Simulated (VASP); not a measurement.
# Rh (I4/mmm) in VASP: a series of runs

Rh is run at these levels: PBEsol; tasks: single point.

Everything below comes from runs of VASP 6.6.1. Logs are shortened: lines on timing, memory, paths and dates and some standing lists are left out, and cuts for length are marked.

## Step 1: The cell of the first run

The structure is tetragonal, space group I4/mmm (No. 139). The conventional cell has a = 2.689 Å, b = 2.689 Å, c = 3.841 Å, α = 90.00°, β = 90.00°, γ = 90.00°. Rh (site symmetry 4/mmm) has 12 Rh at 2.69 to 2.70 Å within 3.5 Å.

## Step 2: Single point, PBEsol (zz strain of +1 %)

File INCAR:

```
SYSTEM = Rh
ALGO = Normal
EDIFF = 1E-6
ENCUT = 520
GGA = PS
ISIF = 2
ISMEAR = -1
LASPH = .TRUE.
LCHARG = .FALSE.
LREAL = .FALSE.
LWAVE = .FALSE.
NBANDS = 14
NELM = 100
PREC = Accurate
SIGMA = 0.08
```

File KPOINTS:

```
k-points
0
G
  16 16 16
  0 0 0
```

File POSCAR:

```
Rh
1.0
    0.0000000000      1.9015500000      1.9205655000
    1.9015500000      0.0000000000      1.9205655000
    1.9015500000      1.9015500000      0.0000000000
Rh
1
Direct
    0.0000000000      0.0000000000      0.0000000000
```

Potentials or basis: VASP PAW PBE potentials, release 64 (Rh_pv).

Started as:

```
$ cat potpaw_PBE.64/Rh_pv/POTCAR > POTCAR
$ mpirun -np 1 vasp_std > vasp.out
```

OUTCAR:

```text
SYSTEM = Rh
   EDIFF = 1E-6
   ENCUT = 520
   GGA = PS
   ISIF = 2
   ISMEAR = -1
   LASPH = .TRUE.
   LREAL = .FALSE.
   NELM = 100
   PREC = Accurate

 ion  position               nearest neighbor table
   1  0.000  0.000  0.000-

  LATTYP: Found a body centered tetragonal cell.
 ALAT       =     2.6891977995
 C/A-ratio  =     1.4283556980

  Lattice vectors:

 A1 = (  -1.9015500000,   0.0000000000,   1.9205655000)
 A2 = (   1.9015500000,   0.0000000000,   1.9205655000)
 A3 = (   0.0000000000,   1.9015500000,  -1.9205655000)

Analysis of symmetry for initial positions (statically):
=====================================================================
 Subroutine PRICEL returns:
 Original cell was already a primitive cell.

 Routine SETGRP: Setting up the symmetry group for a
 body centered tetragonal supercell.

 Subroutine GETGRP returns: Found 16 space group operations
 (whereof 16 operations were pure point group operations)
 out of a pool of 16 trial point group operations.

The static configuration has the point symmetry D_4h.

Analysis of symmetry for dynamics (positions and initial velocities):
=====================================================================
 Subroutine PRICEL returns:
 Original cell was already a primitive cell.

 Routine SETGRP: Setting up the symmetry group for a
 body centered tetragonal supercell.

 Subroutine GETGRP returns: Found 16 space group operations
 (whereof 16 operations were pure point group operations)
 out of a pool of 16 trial point group operations.

The dynamic configuration has the point symmetry D_4h.

 Subroutine INISYM returns: Found 16 space group operations
 (whereof 16 operations are pure point group operations),
 and found     1 'primitive' translations

----------------------------------------------------------------------------------------

                                     Primitive cell

  volume of cell :      13.8891

  direct lattice vectors                    reciprocal lattice vectors
     0.000000000  1.901550000  1.920565500    -0.262943388  0.262943388  0.260339988
     1.901550000  0.000000000  1.920565500     0.262943388 -0.262943388  0.260339988
     1.901550000  1.901550000  0.000000000     0.262943388  0.262943388 -0.260339988

  length of vectors
     2.702677236  2.702677236  2.689197800     0.453933211  0.453933211  0.453933211

  position of ions in fractional coordinates (direct lattice)
     0.000000000  0.000000000  0.000000000

  ion indices of the primitive-cell ions
   primitive index   ion index
                 1           1

[... 74 lines left out ...]
   NSW    =      0    number of steps for IOM
   IBRION =     -1    ionic relax: 0-MD 1-quasi-New 2-CG
   NFREE  =      0    steps in history (QN), initial steepest desc. (CG)
   ISIF   =      2    stress and relaxation
   ISYM   =      2    0-nonsym 1-usesym 2-fastsym
   POTIM  = 0.5000    time-step for ionic-motion
   TEBEG  =    0.0;   TEEND  =   0.0 temperature during run
   PSTRESS=    0.0 pullay stress
   NELECT =      15.0000    total number of electrons
   NUPDOWN=      -1.0000    fix difference up-down
   EMIN   =  10.00;   EMAX   =-10.00  energy-range for DOS
   EFERMI =   0.00;   METHOD = LEGACY
   ISMEAR =    -1;   SIGMA  =   0.08  broadening in eV -4-tet -1-fermi 0-gaus
   EFERMI_NEDOS =   21; number of points for ismear=-14 and -15
   IALGO  =     38    algorithm
   IMIX   =      4    mixing-type and parameters
     AMIX     =   0.40;   BMIX     =  1.00
     AMIX_MAG =   1.60;   BMIX_MAG =  1.00
  volume/ion in A,a.u.               =      13.89        93.73
  Fermi-wavevector in a.u.,A,eV,Ry     =   1.679630  3.174041 38.384186  2.821158
  Thomas-Fermi vector in A             =   2.763508
   LORBIT       =      0    0 simple, 1 ext, 2 COOP (PROOUT), +10 PAW based schemes
   GGA     = PS    functional components
   LHFCALC =     F    Hartree Fock is set to
   AEXX    =    0.0000 exact exchange contribution
   IVDW    =     0    specifies the selected vdW correction
   LEPSILON=     F    determine dielectric tensor
   LRPA    =     F    only Hartree local field effects (RPA)
 non-spin polarized calculation
  energy-cutoff  :      520.00
  volume of cell :       13.89
 maximum number of plane-waves:       388
   NGX =  9   NGY =  9   NGZ =  9

 number of electron      15.0000005 magnetization

 Free energy of the ion-electron system (eV)
  ---------------------------------------------------
  ext. energy  EPLUGINS =         0.00000000
  ---------------------------------------------------
  free energy    TOTEN  =        -8.14202122 eV

  energy without entropy =       -8.11203240  energy(sigma->0) =       -8.12702681

 E-fermi :  11.5642     XC(G=0): -14.1524

 val. band max:       11.5625214176   @ k =   0.4375   0.0625   0.1250
 cond. band min:      11.5696721513   @ k =  -0.1875   0.0000   0.1250
 fundamental gap:      0.0071507337
 Fermi energy:        11.5642018535

 k-point     1 :       0.0000    0.0000    0.0000
  band No.  band energies     occupation
      1     -34.7482      2.00000
      2     -34.7431      2.00000
      3     -34.7431      2.00000
      4       3.5902      2.00000
      5       8.4526      2.00000
      6       8.5600      2.00000
      7       8.5600      2.00000
      8      10.5376      1.99999
      9      10.6670      1.99997
     10      27.5118      0.00000
     11      31.9715      0.00000
     12      32.7022      0.00000
     13      33.0037      0.00000
     14      33.0037      0.00000
[... 377 lines left out ...]
      1     -34.8120      2.00000
      2     -34.7682      2.00000
      3     -34.7479      2.00000
      4       4.0016      2.00000
      5       8.3528      2.00000
      6       8.6495      2.00000
      7       8.7041      2.00000
      8      10.4760      2.00000
      9      10.5713      1.99999
     10      28.0846      0.00000
     11      31.2549      0.00000
     12      31.9762      0.00000
     13      32.7615      0.00000
     14      33.8646      0.00000

 [... further k-points ...]
[... 5 lines left out ...]
  --------------------------------------------------------------------------------------
  -------------------------------------------------------------------------------------
  Total       -0.5864184     -0.5864184     -0.7909127      0.0000000      0.0000000     -0.0000000
  in kB      -67.6462244    -67.6462244    -91.2356347      0.0000000      0.0000000     -0.0000000
  external PRESSURE =     -75.5093611 kB  Pullay stress =       0.0000000 kB

 VOLUME and BASIS-vectors are now :
 -----------------------------------------------------------------------------
  energy-cutoff  :      520.00
  volume of cell :       13.89
      direct lattice vectors                 reciprocal lattice vectors
     0.000000000  1.901550000  1.920565500    -0.262943388  0.262943388  0.260339988
     1.901550000  0.000000000  1.920565500     0.262943388 -0.262943388  0.260339988
     1.901550000  1.901550000  0.000000000     0.262943388  0.262943388 -0.260339988

 POSITION                                       TOTAL-FORCE (eV/Angst)
 -----------------------------------------------------------------------------------
      0.00000      0.00000      0.00000        -0.000000     -0.000000      0.000000
 -----------------------------------------------------------------------------------
    total drift:                               -0.000000     -0.000000      0.000000

  FREE ENERGIE OF THE ION-ELECTRON SYSTEM (eV)
  ---------------------------------------------------
  free  energy   TOTEN  =        -8.1420212170 eV

  energy  without entropy=       -8.1120324023  energy(sigma->0) =       -8.12702681
```

Wall time 2.1 min (1 thread of AMD EPYC 7R13, shared host); peak memory 0.14 GiB.

Results:

| Item | Value |
| --- | --- |
| Free energy | -8.1420 eV |
| Pressure | -7.6 GPa |

Stress tensor (GPa, compression positive):
```
-6.76  0.00  0.00
 0.00 -6.76  0.00
 0.00  0.00 -9.12
```

Caveat: the cell differs from its parent crystal (zz strain of +1 %); the PAW data sets were made with another functional, which shifts forces and pressure a little.

## Step 3: Single point, PBEsol (zz strain of +2 %)

File INCAR:

```
SYSTEM = Rh
ALGO = Normal ; EDIFF = 1E-6
ENCUT = 520 ; GGA = PS
ISIF = 2 ; ISMEAR = -1
LASPH = .TRUE. ; LCHARG = .FALSE.
LREAL = .FALSE. ; LWAVE = .FALSE.
NBANDS = 14 ; NELM = 60
PREC = Accurate ; SIGMA = 0.08
```

KPOINTS is that of step 2.

File POSCAR:

```
Rh
1.0
    0.0000000000      1.9015500000      1.9395810000
    1.9015500000      0.0000000000      1.9395810000
    1.9015500000      1.9015500000      0.0000000000
Rh
1
Direct
    0.0000000000      0.0000000000      0.0000000000
```

Potentials or basis: VASP PAW PBE potentials, release 64 (Rh_pv).

Started as:

```
$ cat potpaw_PBE.64/Rh_pv/POTCAR > POTCAR
$ mpirun -np 1 vasp_std > vasp.out
```

OUTCAR:

```text
SYSTEM = Rh
   EDIFF = 1E-6
   ENCUT = 520
   GGA = PS
   ISIF = 2
   ISMEAR = -1
   LASPH = .TRUE.
   LREAL = .FALSE.
   NELM = 60
   PREC = Accurate

 ion  position               nearest neighbor table
   1  0.000  0.000  0.000-

  LATTYP: Found a body centered tetragonal cell.
 ALAT       =     2.6891977995
 C/A-ratio  =     1.4424978336

  Lattice vectors:

 A1 = (  -1.9015500000,   0.0000000000,   1.9395810000)
 A2 = (   1.9015500000,   0.0000000000,   1.9395810000)
 A3 = (   0.0000000000,   1.9015500000,  -1.9395810000)

Analysis of symmetry for initial positions (statically):
=====================================================================
 Subroutine PRICEL returns:
 Original cell was already a primitive cell.

 Routine SETGRP: Setting up the symmetry group for a
 body centered tetragonal supercell.

 Subroutine GETGRP returns: Found 16 space group operations
 (whereof 16 operations were pure point group operations)
 out of a pool of 16 trial point group operations.

The static configuration has the point symmetry D_4h.

Analysis of symmetry for dynamics (positions and initial velocities):
=====================================================================
[... 163 lines left out ...]
  band No.  band energies     occupation
      1     -34.9123      2.00000
      2     -34.9024      2.00000
      3     -34.9024      2.00000
      4       3.4848      2.00000
      5       8.2521      2.00000
      6       8.4647      2.00000
      7       8.4647      2.00000
      8      10.3089      2.00000
      9      10.5642      1.99993
     10      27.3444      0.00000
     11      31.8226      0.00000
     12      32.2856      0.00000
     13      32.8724      0.00000
     14      32.8724      0.00000
[... 377 lines left out ...]
      1     -34.9705      2.00000
      2     -34.9313      2.00000
      3     -34.9066      2.00000
      4       3.8949      2.00000
      5       8.2518      2.00000
      6       8.4518      2.00000
      7       8.6064      2.00000
      8      10.3510      2.00000
      9      10.3708      1.99999
     10      27.9047      0.00000
     11      31.0696      0.00000
     12      31.8270      0.00000
     13      32.3533      0.00000
     14      33.7357      0.00000

 [... further k-points ...]
[... 5 lines left out ...]
  --------------------------------------------------------------------------------------
  -------------------------------------------------------------------------------------
  Total       -0.7372522     -0.7372522     -1.1383803      0.0000000     -0.0000000      0.0000000
  in kB      -84.2118615    -84.2118615   -130.0302883      0.0000000     -0.0000000      0.0000000
  external PRESSURE =     -99.4846704 kB  Pullay stress =       0.0000000 kB

 VOLUME and BASIS-vectors are now :
 -----------------------------------------------------------------------------
  energy-cutoff  :      520.00
  volume of cell :       14.03
      direct lattice vectors                 reciprocal lattice vectors
     0.000000000  1.901550000  1.939581000    -0.262943388  0.262943388  0.257787636
     1.901550000  0.000000000  1.939581000     0.262943388 -0.262943388  0.257787636
     1.901550000  1.901550000  0.000000000     0.262943388  0.262943388 -0.257787636

 POSITION                                       TOTAL-FORCE (eV/Angst)
 -----------------------------------------------------------------------------------
      0.00000      0.00000      0.00000         0.000000     -0.000000      0.000000
 -----------------------------------------------------------------------------------
    total drift:                               -0.000000     -0.000000     -0.000000

  FREE ENERGIE OF THE ION-ELECTRON SYSTEM (eV)
  ---------------------------------------------------
  free  energy   TOTEN  =        -8.1326188635 eV

  energy  without entropy=       -8.1021814653  energy(sigma->0) =       -8.11740016
```

OSZICAR:

```text
N       E                     dE             d eps       ncg     rms          rms(c)
DAV:   1     0.118959757714E+03    0.11896E+03   -0.87759E+03  9822   0.114E+03
DAV:   2    -0.715240889113E+01   -0.12611E+03   -0.12029E+03 10816   0.339E+02
DAV:   3    -0.876413403678E+01   -0.16117E+01   -0.16084E+01 11632   0.419E+01
DAV:   4    -0.877015791632E+01   -0.60239E-02   -0.60234E-02 11404   0.264E+00
DAV:   5    -0.877021041646E+01   -0.52500E-04   -0.52499E-04 11680   0.218E-01    0.105E+01
DAV:   6    -0.815540318713E+01    0.61481E+00   -0.10674E+00 10588   0.141E+01    0.316E+00
DAV:   7    -0.813724873232E+01    0.18154E-01   -0.21534E-02 11230   0.161E+00    0.151E+00
DAV:   8    -0.813279719806E+01    0.44515E-02   -0.43723E-03 10480   0.903E-01    0.182E-01
DAV:   9    -0.813261387362E+01    0.18332E-03   -0.20472E-04 10378   0.202E-01    0.235E-02
DAV:  10    -0.813261874400E+01   -0.48704E-05   -0.26274E-06 11240   0.183E-02    0.434E-03
DAV:  11    -0.813261886346E+01   -0.11946E-06   -0.47413E-07  5252   0.952E-03
   1 F= -.81326189E+01 E0= -.81174002E+01  d E =-.304374E-01
```

stdout:

```text
POSCAR found type information on POSCAR Rh
 POSCAR found :  1 types and       1 ions
 scaLAPACK will be used
 -----------------------------------------------------------------------------
|                                                                             |
|                                                                             |
|     You enforced a specific xc type in the INCAR file but a different       |
|     I HOPE YOU KNOW WHAT YOU ARE DOING!                                     |
|                                                                             |
 -----------------------------------------------------------------------------

 LDA part: xc-table for (Slater+PW92), standard interpolation
 POSCAR, INCAR and KPOINTS ok, starting setup
 FFT: planning ... GRIDC
 FFT: planning ... GRID_SOFT
 FFT: planning ... GRID
 WAVECAR not read
 entering main loop
```

It took 2.1 min on 1 thread of AMD EPYC 7R13, shared host; peak memory 0.14 GiB.

Results:

| Quantity | Value |
| --- | --- |
| Free energy | -8.1326 eV |
| Pressure | -9.9 GPa |

Stress tensor (GPa, compression positive):
```
 -8.42   0.00   0.00
  0.00  -8.42   0.00
  0.00   0.00 -13.00
```

Caveat: the cell differs from its parent crystal (zz strain of +2 %); the PAW data sets were made with another functional, which shifts forces and pressure a little.
